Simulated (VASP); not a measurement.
A run of VASP 6.6.1:

File POSCAR:

```
Al3GaN4
1.0
    4.4014385300      0.0000000000      0.0000000000
    0.0000000000      4.4014385300      0.0000000000
    0.0000000000      0.0000000000      4.4014385300
Al Ga N
3 1 4
Direct
    0.5000000000      0.5000000000      0.0000000000
    0.5000000000      0.0000000000      0.5000000000
    0.0000000000      0.5000000000      0.5000000000
    0.0000000000      0.0000000000      0.0000000000
    0.7441634300      0.7441634300      0.2558365700
    0.7441634300      0.2558365700      0.7441634300
    0.2558365700      0.7441634300      0.7441634300
    0.2558365700      0.2558365700      0.2558365700
```

INCAR.step1

```
  PREC = Accurate
  ENCUT = 600
  ISMEAR = 0
  SIGMA = 0.02
  LREAL = False
  LASPH = True
  NELM = 80
  GGA = PE
  ALGO = Normal
  EDIFF = 1E-4
  LWAVE = True
  LCHARG = False
```

INCAR.step2

```
  PREC = Accurate
  ENCUT = 600
  EDIFF = 1E-7
  ISMEAR = 0
  SIGMA = 0.02
  LREAL = False
  LASPH = True
  NELM = 80
  ALGO = Normal
  ISIF = 3
  LWAVE = False
  LCHARG = False
  METAGGA = R2SCAN
  LMIXTAU = True
  IBRION = 2
  NSW = 100
  EDIFFG = -0.005
  ISTART = 1
```

Contents of KPOINTS:

```
Automatic mesh
0
Gamma
  6 6 6
```

Potentials or basis: VASP PAW PBE potentials, release 64 (Al, Ga_d, N).

Launch:

```console
$ cat potpaw_PBE.64/Al/POTCAR potpaw_PBE.64/Ga_d/POTCAR potpaw_PBE.64/N/POTCAR > POTCAR
$ cp INCAR.step1 INCAR
$ mpirun -np 1 vasp_std > vasp.out
$ cp INCAR.step2 INCAR
$ mpirun -np 1 vasp_std > vasp.out
```

Hardware: 1 thread of AMD EPYC 7R13, on a shared host.

Question: Estimate the wall time of this run.

Answer: Wall time 14 min on 1 thread of AMD EPYC 7R13 (shared host), peak memory 0.23 GiB. Counts: k points 20, ion steps 2.
